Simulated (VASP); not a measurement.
# GaN (F-43m) in VASP: further runs, part 2 of 2

VASP 6.6.1. Earlier steps stand in the parts before.

## Step 3: Single point, RPBE

This run uses another cell than the first one, of 10.76 Å³/atom, 0.940 times its volume.

INCAR

```
SYSTEM = GaN
PREC     = Accurate       ! precision mode
ENCUT    = 520            ! plane-wave cutoff, eV
EDIFF    = 1E-6           ! SCF threshold, eV
ISMEAR   = -1             ! smearing method
SIGMA    = 0.05           ! smearing width, eV
LREAL    = .False.        ! projectors in reciprocal space
LASPH    = .True.         ! aspherical terms in the spheres
NELM     = 60             ! most SCF steps
ALGO     = Normal         ! electronic algorithm
ISIF     = 2              ! what is computed and relaxed
LWAVE    = .False.        ! write WAVECAR
LCHARG   = .True.         ! write CHGCAR
GGA      = RP             ! functional
LELF     = .True.         ! ELF
LVHAR    = .True.       
NBANDS   = 16             ! bands
```

KPOINTS

```
regular mesh
0
Gamma
  10 10 10
  0 0 0
```

POSCAR

```
GaN
1.0
    0.0000000000      2.2074978911      2.2074978911
    2.2074978911      0.0000000000      2.2074978911
    2.2074978911      2.2074978911      0.0000000000
Ga N
1 1
Direct
    0.0000000000      0.0000000000      0.0000000000
    0.2500000000      0.2500000000      0.2500000000
```

Potentials or basis: VASP PAW PBE potentials, release 64 (Ga_d, N).

Command:

```bash
$ cat potpaw_PBE.64/Ga_d/POTCAR potpaw_PBE.64/N/POTCAR > POTCAR
$ mpirun -np 1 vasp_std > vasp.out
```

OUTCAR:

```text
SYSTEM = GaN
   PREC = Accurate
   ENCUT = 520
   EDIFF = 1E-6
   ISMEAR = -1
   LREAL = .False.
   LASPH = .True.
   NELM = 60
   ISIF = 2
   GGA = RP

 ion  position               nearest neighbor table
   1  0.000  0.000  0.000-   2 1.91   2 1.91   2 1.91   2 1.91
   2  0.250  0.250  0.250-   1 1.91   1 1.91   1 1.91   1 1.91

  LATTYP: Found a face centered cubic cell.
 ALAT       =     4.4149957822

  Lattice vectors:

 A1 = (   0.0000000000,   2.2074978911,   2.2074978911)
 A2 = (   2.2074978911,   0.0000000000,   2.2074978911)
 A3 = (   2.2074978911,   2.2074978911,   0.0000000000)

Analysis of symmetry for initial positions (statically):
=====================================================================
 Subroutine PRICEL returns:
 Original cell was already a primitive cell.

 Routine SETGRP: Setting up the symmetry group for a
 face centered cubic supercell.

 Subroutine GETGRP returns: Found 24 space group operations
 (whereof 24 operations were pure point group operations)
 out of a pool of 48 trial point group operations.

The static configuration has the point symmetry T_d .

Analysis of symmetry for dynamics (positions and initial velocities):
=====================================================================
 Subroutine PRICEL returns:
 Original cell was already a primitive cell.

 Routine SETGRP: Setting up the symmetry group for a
 face centered cubic supercell.

 Subroutine GETGRP returns: Found 24 space group operations
 (whereof 24 operations were pure point group operations)
 out of a pool of 48 trial point group operations.

The dynamic configuration has the point symmetry T_d .

 Subroutine INISYM returns: Found 24 space group operations
 (whereof 24 operations are pure point group operations),
 and found     1 'primitive' translations

----------------------------------------------------------------------------------------

                                     Primitive cell

  volume of cell :      21.5145

  direct lattice vectors                    reciprocal lattice vectors
     0.000000000  2.207497891  2.207497891    -0.226500783  0.226500783  0.226500783
     2.207497891  0.000000000  2.207497891     0.226500783 -0.226500783  0.226500783
     2.207497891  2.207497891  0.000000000     0.226500783  0.226500783 -0.226500783

  length of vectors
     3.121873457  3.121873457  3.121873457     0.392310863  0.392310863  0.392310863

  position of ions in fractional coordinates (direct lattice)
     0.000000000  0.000000000  0.000000000
     0.250000000  0.250000000  0.250000000

  ion indices of the primitive-cell ions
   primitive index   ion index
                 1           1
                 2           2

----------------------------------------------------------------------------------------

 KPOINTS: regular mesh

Automatic generation of k-mesh.
 Grid dimensions read from file:
 generate k-points for:   10   10   10

 Generating k-lattice:

  Cartesian coordinates                     Fractional coordinates (reciprocal lattice)
    -0.022650078  0.022650078  0.022650078     0.100000000  0.000000000  0.000000000
     0.022650078 -0.022650078  0.022650078     0.000000000  0.100000000  0.000000000
     0.022650078  0.022650078 -0.022650078     0.000000000  0.000000000  0.100000000

  Length of vectors
     0.039231086  0.039231086  0.039231086

  Shift w.r.t. Gamma in fractional coordinates (k-lattice)
     0.000000000  0.000000000  0.000000000

 Subroutine IBZKPT returns following result:
 ===========================================

 Found     47 irreducible k-points:

 Following reciprocal coordinates:
            Coordinates               Weight
  0.000000  0.000000  0.000000      1.000000
  0.100000  0.000000  0.000000      8.000000
  0.200000  0.000000  0.000000      8.000000
  0.300000  0.000000  0.000000      8.000000
  0.400000  0.000000  0.000000      8.000000
  0.500000  0.000000  0.000000      4.000000
[... 16 lines left out ...]
  0.300000  0.300000  0.000000      6.000000
  0.400000  0.300000  0.000000     24.000000
 [... further k-points ...]
   k-points           NKPTS =     47   k-points in BZ     NKDIM =     47   number of bands    NBANDS=     16
   number of dos      NEDOS =    301   number of ions     NIONS =      2
   total plane-waves  NPLWV =  13824
   dimension x,y,z NGX =    24 NGY =   24 NGZ =   24
   dimension x,y,z NGXF=    48 NGYF=   48 NGZF=   48
   ions per type =               1   1
   NGX,Y,Z   is equivalent  to a cutoff of  12.78, 12.78, 12.78 a.u.
   NGXF,Y,Z  is equivalent  to a cutoff of  25.56, 25.56, 25.56 a.u.
 SYSTEM =  GaN
   PREC   = accura    normal or accurate (medium, high low for compatibility)
   ISTART =      0    job   : 0-new  1-cont  2-samecut
   ICHARG =      2    charge: 1-file 2-atom 10-const
   ISPIN  =      1    spin polarized calculation?
   LNONCOLLINEAR =      F non collinear calculations
   LSORBIT =      F    spin-orbit coupling
   LASPH  =      T    aspherical Exc in radial PAW
   ENCUT  =  520.0 eV  38.22 Ry    6.18 a.u.   5.80  5.80  5.80*2*pi/ulx,y,z
   NELM   =     60;   NELMIN=  2; NELMDL= -5     # of ELM steps
   EDIFF  = 0.1E-05   stopping-criterion for ELM
   LREAL  =      F    real-space projection
   EDIFFG = 0.1E-04   stopping-criterion for IOM
   NSW    =      0    number of steps for IOM
   IBRION =     -1    ionic relax: 0-MD 1-quasi-New 2-CG
   NFREE  =      0    steps in history (QN), initial steepest desc. (CG)
   ISIF   =      2    stress and relaxation
   ISYM   =      2    0-nonsym 1-usesym 2-fastsym
   POTIM  = 0.5000    time-step for ionic-motion
   TEBEG  =    0.0;   TEEND  =   0.0 temperature during run
   PSTRESS=    0.0 pullay stress
   NELECT =      18.0000    total number of electrons
   NUPDOWN=      -1.0000    fix difference up-down
   EMIN   =  10.00;   EMAX   =-10.00  energy-range for DOS
   EFERMI =   0.00;   METHOD = LEGACY
   ISMEAR =    -1;   SIGMA  =   0.05  broadening in eV -4-tet -1-fermi 0-gaus
   EFERMI_NEDOS =   21; number of points for ismear=-14 and -15
   IALGO  =     38    algorithm
   IMIX   =      4    mixing-type and parameters
     AMIX     =   0.40;   BMIX     =  1.00
     AMIX_MAG =   1.60;   BMIX_MAG =  1.00
  volume/ion in A,a.u.               =      10.76        72.59
  Fermi-wavevector in a.u.,A,eV,Ry     =   1.542607  2.915105 32.376929  2.379637
  Thomas-Fermi vector in A             =   2.648388
   LORBIT       =      0    0 simple, 1 ext, 2 COOP (PROOUT), +10 PAW based schemes
   GGA     = RP    functional components
   LHFCALC =     F    Hartree Fock is set to
   AEXX    =    0.0000 exact exchange contribution
   IVDW    =     0    specifies the selected vdW correction
   LEPSILON=     F    determine dielectric tensor
   LRPA    =     F    only Hartree local field effects (RPA)
 non-spin polarized calculation
  energy-cutoff  :      520.00
  volume of cell :       21.51
 maximum number of plane-waves:       589
   NGX = 11   NGY = 11   NGZ = 11

 number of electron      18.0000008 magnetization

 Free energy of the ion-electron system (eV)
  ---------------------------------------------------
  ext. energy  EPLUGINS =         0.00000000
  ---------------------------------------------------
  free energy    TOTEN  =       -11.16990702 eV

  energy without entropy =      -11.16990702  energy(sigma->0) =      -11.16990702

 E-fermi :   7.0733     XC(G=0): -11.8145

 val. band max:        6.1098778489   @ k =   0.0000   0.0000   0.0000
 cond. band min:       8.2852881604   @ k =   0.0000   0.0000   0.0000
 fundamental gap:      2.1754103115
 Fermi energy:         7.0732938231

 k-point     1 :       0.0000    0.0000    0.0000
  band No.  band energies     occupation
      1     -10.4106      2.00000
      2      -7.4000      2.00000
      3      -7.4000      2.00000
      4      -7.4000      2.00000
      5      -7.0124      2.00000
      6      -7.0124      2.00000
[... 8 lines left out ...]
     15      25.5279      0.00000
     16      25.5279      0.00000

 k-point     2 :       0.1000    0.0000    0.0000
  band No.  band energies     occupation
      1     -10.2880      2.00000
      2      -7.3838      2.00000
      3      -7.3838      2.00000
      4      -7.3649      2.00000
      5      -7.0140      2.00000
      6      -7.0140      2.00000
[... 8 lines left out ...]
     15      24.1440      0.00000
     16      24.2999      0.00000
[... 387 lines left out ...]
      5      -6.9530      2.00000
      6      -6.6347      2.00000
[... 8 lines left out ...]
     15      28.7580      0.00000
     16      29.7051      0.00000

 k-point    24 :       0.4000    0.3000    0.0000
  band No.  band energies     occupation
      1      -9.2341      2.00000
      2      -7.2571      2.00000
      3      -7.1319      2.00000
      4      -7.1309      2.00000
      5      -6.9410      2.00000
      6      -6.1760      2.00000
[... 8 lines left out ...]
     15      29.2463      0.00000
     16      29.5301      0.00000

 [... further k-points ...]
[... 5 lines left out ...]
  --------------------------------------------------------------------------------------
  -------------------------------------------------------------------------------------
  Total        3.0734955      3.0734955      3.0734955     -0.0000000      0.0000000     -0.0000000
  in kB      228.8823354    228.8823354    228.8823354     -0.0000000      0.0000000     -0.0000000
  external PRESSURE =     228.8823354 kB  Pullay stress =       0.0000000 kB

 VOLUME and BASIS-vectors are now :
 -----------------------------------------------------------------------------
  energy-cutoff  :      520.00
  volume of cell :       21.51
      direct lattice vectors                 reciprocal lattice vectors
     0.000000000  2.207497891  2.207497891    -0.226500783  0.226500783  0.226500783
     2.207497891  0.000000000  2.207497891     0.226500783 -0.226500783  0.226500783
     2.207497891  2.207497891  0.000000000     0.226500783  0.226500783 -0.226500783

 POSITION                                       TOTAL-FORCE (eV/Angst)
 -----------------------------------------------------------------------------------
      0.00000      0.00000      0.00000        -0.000000     -0.000000     -0.000000
      1.10375      1.10375      1.10375         0.000000      0.000000      0.000000
 -----------------------------------------------------------------------------------
    total drift:                                0.000001      0.000001      0.000001

  FREE ENERGIE OF THE ION-ELECTRON SYSTEM (eV)
  ---------------------------------------------------
  free  energy   TOTEN  =       -11.1699070177 eV

  energy  without entropy=      -11.1699070176  energy(sigma->0) =      -11.16990702
```

It took 15 s on 1 thread of Intel Xeon Platinum 8259CL at 2.50GHz (Skylake/Cascade Lake), shared host; peak memory 0.14 GiB.

Results:

* Free energy: -11.1699 eV
* Pressure: 22.9 GPa
* Band gap on the k mesh: 2.18 eV, direct

Caveat: the PAW data sets were made with another functional, which shifts forces and pressure a little. A hybrid or GW would open this gap; RPBE tends to underestimate it.
